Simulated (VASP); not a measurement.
Crystal: PbO.

```
Pb O
1.0
     3.99000    0.00000    0.00000
     0.00000    3.99000    0.00000
     0.00000    0.00000    5.01000
Pb O
2 2
Direct
  0.00000 0.50000 0.24000
  0.50000 0.00000 0.76000
  0.00000 0.00000 0.00000
  0.50000 0.50000 0.00000
```

Base run:

```yaml
Program: VASP 6.6.1
Functional: LDA
Potentials_or_basis: VASP PAW LDA potentials, release 64 (Pb_d, O)
Cutoff: 520 eV
k_mesh: 4 × 4 × 4
Occupations: gaussian, width 0.01 eV
Spin: no spin polarisation
```

Its results: band gap on the k mesh 1.10 eV (least direct gap 2.05 eV); pressure -3.4 GPa; largest force 0.541 eV/Å.

The run is repeated on the same cell with these changes: functional from LDA to BLYP; potentials or basis from VASP PAW LDA potentials, release 64 (Pb_d, O) to VASP PAW PBE potentials, release 64 (Pb_d, O). What comes out?

Band gap on the k mesh 1.26 eV (least direct gap 2.21 eV); pressure 7.0 GPa; largest force 0.320 eV/Å.

Caveats: spin-orbit coupling is left out, which moves the levels of the heavy elements; the cell stands under tension (at least some runs); the cell stands under pressure (at least some runs); the PAW data sets were made with another functional, which shifts forces and pressure a little (at least some runs).

A k mesh can miss the band edges.
